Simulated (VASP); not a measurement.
Wanted: the native input for a VASP 6.6.1 run.

```
Task                   : single point
Functional             : r2SCAN
Potentials or basis    : VASP PAW PBE potentials, release 64 (Ca_sv)
Cutoff                 : 520 eV
k mesh                 : 8 × 8 × 8
Occupations            : fermi-dirac, width 0.05 eV
Spin                   : no spin polarisation
Dipole correction      : no
Further INCAR settings : ALGO = Normal; EDIFF = 1e-06; NBANDS = 11
```

The system is Ca.

```
CELL_PARAMETERS angstrom
0.00000 2.73716 2.73716
2.73716 0.00000 2.73716
2.73716 2.73716 0.00000
ATOMIC_POSITIONS crystal
Ca 0.00000 0.00000 0.00000
```

The input as run:

POSCAR

```
Ca
1.0
    0.0000000000      2.7371595050      2.7371595050
    2.7371595050      0.0000000000      2.7371595050
    2.7371595050      2.7371595050      0.0000000000
Ca
1
Direct
    0.0000000000      0.0000000000      0.0000000000
```

INCAR.step1

```
ALGO = Normal ; EDIFF = 1E-4
ENCUT = 520 ; GGA = PE
ISMEAR = -1 ; LASPH = T
LCHARG = F ; LREAL = F
LWAVE = T ; NBANDS = 11
NELM = 100 ; PREC = Accurate
SIGMA = 0.05
```

INCAR.step2

```
ALGO = Normal ; EDIFF = 1E-6
ENCUT = 520 ; ISIF = 2
ISMEAR = -1 ; ISTART = 1
LASPH = T ; LCHARG = T
LELF = T ; LMIXTAU = T
LREAL = F ; LVHAR = T
LWAVE = F ; METAGGA = R2SCAN
NBANDS = 11 ; NELM = 100
PREC = Accurate ; SIGMA = 0.05
```

KPOINTS

```
k-points
0
Gamma
  8 8 8
```

Potentials or basis: VASP PAW PBE potentials, release 64 (Ca_sv).

The run is started by

```sh
$ cat potpaw_PBE.64/Ca_sv/POTCAR > POTCAR
$ cp INCAR.step1 INCAR
$ mpirun -np 1 vasp_std > vasp.out
$ cp INCAR.step2 INCAR
$ mpirun -np 1 vasp_std > vasp.out
```

It gave:

* Pressure: 1.0 GPa
* Band gap on the k mesh: zero (bands 5 and 6 overlap by 0.49 eV)

Caveat: the PAW data sets were made with another functional, which shifts forces and pressure a little.

Run time: 100 s on 1 thread of AMD EPYC 7R13 (shared host), peak memory 0.14 GiB.
